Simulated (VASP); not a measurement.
A run of VASP 6.6.1 is set up as follows.

INCAR

```
PREC = Accurate
ENCUT = 500
EDIFF = 1E-6
ISMEAR = 0
SIGMA = 0.1
LREAL = False
LASPH = True
NELM = 120
ALGO = Normal
ISIF = 2
LWAVE = False
LCHARG = True
GGA = PE
LELF = True
LVHAR = True
NBANDS = 12
GGA_COMPAT = False
```

File KPOINTS:

```
regular mesh
0
Gamma
  8 8 8
```

File POSCAR:

```
Nb
1.0
    0.0000000000      2.1072056516      2.1072056516
    2.1072056516      0.0000000000      2.1072056516
    2.1072056516      2.1072056516      0.0000000000
Nb
1
Direct
    0.0000000000      0.0000000000      0.0000000000
```

Potentials or basis: VASP PAW PBE potentials, release 64 (Nb_sv).

Command:

```console
$ cat potpaw_PBE.64/Nb_sv/POTCAR > POTCAR
$ mpirun -np 1 vasp_std > vasp.out
```

Question: Predict the pressure.

Answer: -0.4 GPa.
